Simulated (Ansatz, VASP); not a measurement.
## Sc in VASP and in Ansatz

```
Sc
1.0
     0.00000    2.27601    2.27601
     2.27601    0.00000    2.27601
     2.27601    2.27601    0.00000
Sc
1
Direct
  0.00000 0.00000 0.00000
```

Alike in both runs: functional PBEsol; k mesh 16 × 16 × 16; occupations gaussian, width 0.1 eV; no spin polarisation.

Ansatz relaxed the structure, and its values are those at the end. VASP's run is a single point on that final structure, the one shown.

```csv
,VASP,Ansatz
version,VASP 6.6.1,Ansatz 0.2.0
potentials or method,"VASP PAW PBE potentials, release 64 (Sc_sv), cutoff 520 eV","scalar-relativistic, plane waves, PAW"
valence electrons in the cell,11,11
```

```csv
,VASP,Ansatz,Ansatz less VASP
gap on the k mesh at the Fermi level (eV),none,none,-
pressure (GPa),0.0,0.0,0.00
```

VASP's potentials were made for PBE, not for PBEsol. A gap of «none» marks a metal or a gap that the smearing closes.
